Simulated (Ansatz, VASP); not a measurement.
# One calculation of Ag, two programs

```
Ag
1.0
    -1.64738    1.65565    1.65565
     1.64738   -1.65565    1.65565
     1.64738    1.65565   -1.65565
Ag
1
Direct
  0.00000 0.00000 0.00000
```

Alike in both runs: task single point; functional PBE; k mesh 20 × 20 × 20; occupations gaussian, width 0.15 eV; no spin polarisation.

|  | VASP | Ansatz |
| --- | --- | --- |
| version | VASP 6.6.1 | Ansatz 0.2.0 |
| potentials or method | VASP PAW PBE potentials, release 64 (Ag) | scalar-relativistic, plane waves, PAW |
| plane-wave cutoff (eV) | 520 | 420 |
| valence electrons in the cell | 11 | 19 |

|  | VASP | Ansatz | Ansatz less VASP |
| --- | --- | --- | --- |
| gap on the k mesh at the Fermi level (eV) | none | none | - |
| pressure (GPa) | -0.3 | -0.3 | +0.06 |
| traceless stress, the component that is largest in VASP (GPa) | -0.08 | -0.09 | -0.001 |

A gap of «none» marks a metal or a gap that the smearing closes. VASP's potentials hold 11 valence electrons a cell and Ansatz's 19, so a difference there can come from the potentials and not from the codes.
